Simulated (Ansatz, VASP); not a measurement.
**One calculation of Au, two programs**

```xyz
1
Lattice="0.0000 2.0620 2.0620 2.0620 0.0000 2.0620 2.0620 2.0620 0.0000" Properties=species:S:1:pos:R:3 pbc="T T T"
Au    0.0000    0.0000    0.0000
```

Alike in both runs: functional r2SCAN; k mesh 34 × 34 × 34; occupations gaussian, width 0.1 eV; no spin polarisation.

Ansatz relaxed the structure, and its values are those at the end. VASP's run is a single point on that final structure, the one shown.

|  | VASP | Ansatz |
| --- | --- | --- |
| version | VASP 6.6.1 | Ansatz 0.2.0 |
| potentials or method | VASP PAW PBE potentials, release 64 (Au) | scalar-relativistic, plane waves, PAW |
| plane-wave cutoff (eV) | 520 | 500 |
| valence electrons in the cell | 11 | 19 |

Ansatz gave:

- gap on the k mesh at the Fermi level (eV): none
- pressure (GPa): 0.0

**Question.** What did VASP give for the same quantities?

**Answer.** gap on the k mesh at the Fermi level (eV): none; pressure (GPa): 0.3.

VASP's potentials were made for PBE, not for r2SCAN. A gap of «none» marks a metal or a gap that the smearing closes. With one functional, cell and mesh, what is left measures potentials, basis and numerics. VASP's potentials hold 11 valence electrons a cell and Ansatz's 19, so a difference there can come from the potentials and not from the codes.

Spin-orbit coupling is off throughout.
